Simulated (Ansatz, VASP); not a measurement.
## Two plane-wave programs on Au

Contents of INCAR:

```
SYSTEM = Au
  PREC = Accurate
  ENCUT = 520
  EDIFF = 1E-6
  ISMEAR = -1
  SIGMA = 0.1
  LREAL = .False.
  LASPH = .True.
  NELM = 100
  ALGO = Normal
  ISIF = 2
  LWAVE = .False.
  LCHARG = .False.
  GGA = B5
  ALDAX = 1.0
  AGGAX = 1.0
  AGGAC = 1.0
  ALDAC = 0.0
  NBANDS = 18
```

Contents of KPOINTS:

```
regular mesh
0
Gamma
  10 10 10
  0 0 0
```

POSCAR

```
Au
1.0
    0.0000000000      3.2360261487      3.2360261487
    3.2360261487      0.0000000000      3.2360261487
    3.2360261487      3.2360261487      0.0000000000
Au
2
Direct
    0.1250000000      0.1250000000      0.1250000000
    0.8750000000      0.8750000000      0.8750000000
```

Input for Ansatz:

```yaml
crystal:
  lattice:
    - [0.0, 3.2360261487, 3.2360261487]
    - [3.2360261487, 0.0, 3.2360261487]
    - [3.2360261487, 3.2360261487, 0.0]
  atoms:
    - { symbol: Au, position: [0.125, 0.125, 0.125] }
    - { symbol: Au, position: [0.875, 0.875, 0.875] }
hamiltonian:
  xc: blyp
  pseudopotentials:
    kind: paw
    azcp:
      Au: "pseudopotentials/Au.paw.azcp"
basis:
  ecutwfc: 420
  fft_grid_basis: typed
kpoints:
  mp_grid: { grid: [10, 10, 10], shift: [0, 0, 0] }
magnetization:
  spin_polarized: false
scf:
  occupations: { method: fermi_dirac, width: 0.1 }
  lower_state_search: "off"
output:
  stress: true
```

Alike in both runs: task single point; functional BLYP; k mesh 10 × 10 × 10; occupations fermi-dirac, width 0.1 eV; no spin polarisation.

|  | VASP | Ansatz |
| --- | --- | --- |
| version | VASP 6.6.1 | Ansatz 0.2.0 |
| potentials or method | VASP PAW PBE potentials, release 64 (Au), cutoff 520 eV | plane waves (420 eV) with PAW, scalar-relativistic |
| valence electrons in the cell | 22 | 38 |

VASP gave:

- pressure (GPa): -2.4

**Question.** What did Ansatz give for the same quantities?

**Answer.** Pressure (GPa): -2.6.

VASP's potentials were made for PBE, not for BLYP. VASP's potentials hold 22 valence electrons a cell and Ansatz's 38, so a difference there can come from the potentials and not from the codes.

Neither program's run includes spin-orbit coupling.
